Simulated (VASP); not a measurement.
# Ru (C2/c) in VASP: single point with PBEsol

Aim: the single point of Ru with PBEsol.

All numbers are computed with VASP 6.6.1; they aren't measurements. Logs are shortened: lines on timing, memory, paths and dates and some standing lists are left out, and cuts for length are marked.

## (1) The cell of the first run

The structure is monoclinic, space group C2/c (No. 15). The conventional cell has a = 2.689 Å, b = 4.658 Å, c = 4.260 Å, α = 90.00°, β = 93.43°, γ = 90.00°. Ru (site symmetry 2) has 12 Ru at 2.57 to 2.70 Å within 3.4 Å.

## (2) Single point, PBEsol (shear of c along a, cell held: +6.0 %, then relaxed in part)

Contents of INCAR:

```
PREC     = Accurate       # precision mode
ENCUT    = 500            # plane-wave cutoff, eV
EDIFF    = 1E-6           # SCF threshold, eV
ISMEAR   = 0              # smearing method
SIGMA    = 0.1            # smearing width, eV
LREAL    = F              # projectors in reciprocal space
LASPH    = T              # aspherical terms in the spheres
NELM     = 120            # most SCF steps
ALGO     = Normal         # electronic algorithm
ISIF     = 2              # what is computed and relaxed
LWAVE    = F              # write WAVECAR
LCHARG   = T              # write CHGCAR
GGA      = PS             # functional
LELF     = T              # ELF
LVHAR    = T            
NBANDS   = 21             # bands
GGA_COMPAT= F
```

Contents of KPOINTS:

```
regular mesh
0
Gamma
  24 24 12
```

Contents of POSCAR:

```
Ru
1.0
    2.6894812021      0.0000000000      0.0000000000
   -1.3447406010      2.3291590440      0.0000000000
    0.2551165831      0.0000000000      4.2519430510
Ru
2
Direct
    0.3345559256      0.6691118514      0.2500000000
    0.6654440743      0.3308881486      0.7500000000
```

Potentials or basis: VASP PAW PBE potentials, release 64 (Ru_pv).

On the command line:

```bash
$ cat potpaw_PBE.64/Ru_pv/POTCAR > POTCAR
$ mpirun -np 1 vasp_std > vasp.out
```

OUTCAR:

```text
PREC = Accurate
   ENCUT = 500
   EDIFF = 1E-6
   ISMEAR = 0
   LREAL = F
   LASPH = T
   NELM = 120
   ISIF = 2
   GGA = PS

 ion  position               nearest neighbor table
   1  0.335  0.669  0.250-   2 2.57   2 2.57   2 2.63   2 2.63   2 2.70   2 2.70
   2  0.665  0.331  0.750-   1 2.57   1 2.57   1 2.63   1 2.63   1 2.70   1 2.70

  LATTYP: Found a base centered monoclinic cell.
 ALAT       =     2.6894812021
 B/A-ratio  =     1.7320508076
 C/A-ratio  =     1.5837960382
 COS(beta)  =    -0.0598922907

  Lattice vectors:

 A1 = (  -1.3447406010,   2.3291590440,   0.0000000000)
 A2 = (  -1.3447406011,  -2.3291590440,   0.0000000000)
 A3 = (   0.2551165831,   0.0000000000,   4.2519430510)

Analysis of symmetry for initial positions (statically):
=====================================================================
 Subroutine PRICEL returns:
 Original cell was already a primitive cell.

 Routine SETGRP: Setting up the symmetry group for a
 base centered monoclinic supercell.

 Subroutine GETGRP returns: Found  4 space group operations
 (whereof  2 operations were pure point group operations)
 out of a pool of  4 trial point group operations.

The static configuration has the point symmetry S_2 .
 The point group associated with its full space group is C_2h.

Analysis of symmetry for dynamics (positions and initial velocities):
=====================================================================
 Subroutine PRICEL returns:
 Original cell was already a primitive cell.

 Routine SETGRP: Setting up the symmetry group for a
 base centered monoclinic supercell.

 Subroutine GETGRP returns: Found  4 space group operations
 (whereof  2 operations were pure point group operations)
 out of a pool of  4 trial point group operations.

The dynamic configuration has the point symmetry S_2 .
 The point group associated with its full space group is C_2h.

 Subroutine INISYM returns: Found  4 space group operations
 (whereof  2 operations are pure point group operations),
 and found     1 'primitive' translations

----------------------------------------------------------------------------------------

                                     Primitive cell

  volume of cell :      26.6351

  direct lattice vectors                    reciprocal lattice vectors
     2.689481202  0.000000000  0.000000000     0.371818922  0.214669754 -0.022309135
[... 81 lines left out ...]
   LNONCOLLINEAR =      F non collinear calculations
   LSORBIT =      F    spin-orbit coupling
   LASPH  =      T    aspherical Exc in radial PAW
   ENCUT  =  500.0 eV  36.75 Ry    6.06 a.u.   4.90  4.90  7.77*2*pi/ulx,y,z
   NELM   =    120;   NELMIN=  2; NELMDL= -5     # of ELM steps
   EDIFF  = 0.1E-05   stopping-criterion for ELM
   LREAL  =      F    real-space projection
   EDIFFG = 0.1E-04   stopping-criterion for IOM
   NSW    =      0    number of steps for IOM
   IBRION =     -1    ionic relax: 0-MD 1-quasi-New 2-CG
   NFREE  =      0    steps in history (QN), initial steepest desc. (CG)
   ISIF   =      2    stress and relaxation
   ISYM   =      2    0-nonsym 1-usesym 2-fastsym
   POTIM  = 0.5000    time-step for ionic-motion
   TEBEG  =    0.0;   TEEND  =   0.0 temperature during run
   PSTRESS=    0.0 pullay stress
   NELECT =      28.0000    total number of electrons
   NUPDOWN=      -1.0000    fix difference up-down
   EMIN   =  10.00;   EMAX   =-10.00  energy-range for DOS
   EFERMI =   0.00;   METHOD = LEGACY
   ISMEAR =     0;   SIGMA  =   0.10  broadening in eV -4-tet -1-fermi 0-gaus
   EFERMI_NEDOS =   21; number of points for ismear=-14 and -15
   IALGO  =     38    algorithm
   IMIX   =      4    mixing-type and parameters
     AMIX     =   0.40;   BMIX     =  1.00
     AMIX_MAG =   1.60;   BMIX_MAG =  1.00
  volume/ion in A,a.u.               =      13.32        89.87
  Fermi-wavevector in a.u.,A,eV,Ry     =   1.664597  3.145632 37.700160  2.770884
  Thomas-Fermi vector in A             =   2.751113
   LORBIT       =      0    0 simple, 1 ext, 2 COOP (PROOUT), +10 PAW based schemes
   GGA     = PS    functional components
   LHFCALC =     F    Hartree Fock is set to
   AEXX    =    0.0000 exact exchange contribution
   IVDW    =     0    specifies the selected vdW correction
   LEPSILON=     F    determine dielectric tensor
   LRPA    =     F    only Hartree local field effects (RPA)
 non-spin polarized calculation
 Gauss-broadening in eV      SIGMA  =   0.10
  energy-cutoff  :      500.00
  volume of cell :       26.64
 maximum number of plane-waves:       698
   NGX =  9   NGY =  9   NGZ = 15

 number of electron      28.0000001 magnetization

 Free energy of the ion-electron system (eV)
  ---------------------------------------------------
  ext. energy  EPLUGINS =         0.00000000
  ---------------------------------------------------
  free energy    TOTEN  =       -20.28364912 eV

  energy without entropy =      -20.27414443  energy(sigma->0) =      -20.27889678

 E-fermi :  13.0691     XC(G=0): -14.3991

 val. band max:       13.0686690023   @ k =   0.1250   0.1667   0.1667
 cond. band min:      13.0693149050   @ k =   0.4583  -0.4167   0.3333
 fundamental gap:      0.0006459027
 Fermi energy:        13.0691397403

 k-point     1 :       0.0000    0.0000    0.0000
  band No.  band energies     occupation
      1     -30.6344      2.00000
      2     -29.6240      2.00000
      3     -29.6136      2.00000
      4     -29.4672      2.00000
      5     -29.4380      2.00000
      6     -29.3610      2.00000
[... 565 lines left out ...]
     20      23.3161      0.00000
     21      23.6851      0.00000

 [... further k-points ...]

------------------------ aborting loop because EDIFF is reached ----------------------------------------

  FORCE on cell =-STRESS in cart. coord.  units (eV):
  Direction    XX          YY          ZZ          XY          YZ          ZX
  --------------------------------------------------------------------------------------
  -------------------------------------------------------------------------------------
  Total        0.0881981      0.1321160      0.2113789      0.0000000      0.0000000     -1.9863391
  in kB        5.3053581      7.9471423     12.7150222      0.0000000      0.0000000   -119.4837605
  external PRESSURE =       8.6558409 kB  Pullay stress =       0.0000000 kB

 VOLUME and BASIS-vectors are now :
 -----------------------------------------------------------------------------
  energy-cutoff  :      500.00
  volume of cell :       26.64
      direct lattice vectors                 reciprocal lattice vectors
     2.689481202  0.000000000  0.000000000     0.371818922  0.214669754 -0.022309135
    -1.344740601  2.329159044  0.000000000     0.000000000  0.429339509  0.000000000
     0.255116583  0.000000000  4.251943051     0.000000000  0.000000000  0.235186593

 POSITION                                       TOTAL-FORCE (eV/Angst)
 -----------------------------------------------------------------------------------
      0.06378      1.55847      1.06299         0.000000      0.000368     -0.000000
      1.53608      0.77069      3.18896        -0.000000     -0.000368      0.000000
 -----------------------------------------------------------------------------------
    total drift:                                0.000000     -0.000000      0.000000

  FREE ENERGIE OF THE ION-ELECTRON SYSTEM (eV)
  ---------------------------------------------------
  free  energy   TOTEN  =       -20.2836491213 eV

  energy  without entropy=      -20.2741444327  energy(sigma->0) =      -20.27889678
```

Run time: 4.5 min. Hardware: 1 thread of Intel Xeon 6975P-C (Granite Rapids), shared host; peak memory 0.77 GiB.

What came out:

| Item | Value |
| --- | --- |
| Free energy | -20.2836 eV |
| Pressure | 0.9 GPa |
| Band gap on the k mesh | zero (bands 14 and 15 overlap by 3.26 eV) |

Stress tensor (GPa, compression positive):
```
  0.53   0.00 -11.95
  0.00   0.79   0.00
-11.95   0.00   1.27
```

Levels at points of the mesh, in eV from the Fermi level:
```tsv
k point	band 11	band 12	band 13	band 14	band 15	band 16	band 17	band 18
(0.00, 0.00, 0.00)	-2.62	-2.03	-1.98	-1.46	-1.29	1.13	1.24	1.26
(0.50, 0.00, 0.00)	-2.25	-1.84	-1.39	1.49	1.85	2.02	4.14	6.23
(0.00, 0.50, 0.00)	-2.21	-1.92	-1.44	1.47	1.90	1.91	4.19	6.18
(0.00, 0.00, 0.50)	-2.86	-2.86	-2.59	-2.59	0.21	0.21	0.89	0.89
(0.50, 0.00, 0.50)	-1.21	-1.00	0.27	0.50	1.63	1.83	3.28	3.69
(0.00, 0.50, 0.50)	-1.09	-1.09	0.48	0.48	1.73	1.73	3.40	3.40
```

Caveat: the cell differs from its parent crystal (shear of c along a, cell held: +6.0 %, then relaxed in part); the PAW data sets were made with another functional, which shifts forces and pressure a little.
